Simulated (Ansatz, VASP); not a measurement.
## BP in VASP and in Ansatz

```
CELL_PARAMETERS angstrom
0.00000 2.25386 2.25386
2.25386 0.00000 2.25386
2.25386 2.25386 0.00000
ATOMIC_POSITIONS crystal
B 0.00000 0.00000 0.00000
P 0.25000 0.25000 0.25000
```

Alike in both runs: functional PBE; dispersion D3(BJ); k mesh 10 × 10 × 10; occupations gaussian, width 0.02 eV; no spin polarisation.

Ansatz relaxed the structure, and its values are those at the end. VASP's run is a single point on that final structure, the one shown.

|  | VASP | Ansatz |
| --- | --- | --- |
| version | VASP 6.6.1 | Ansatz 0.2.0 |
| potentials or method | VASP PAW PBE potentials, release 64 (B, P), cutoff 520 eV | scalar-relativistic, plane waves, PAW |
| valence electrons in the cell | 8 | 8 |

|  | VASP | Ansatz | Ansatz less VASP |
| --- | --- | --- | --- |
| gap on the k mesh at the Fermi level (eV) | 1.21 | 1.22 | +0.004 |
| least direct gap on the mesh (eV) | 3.43 | 3.43 | +0.004 |
| pressure (GPa) | -0.3 | 0.0 | +0.25 |
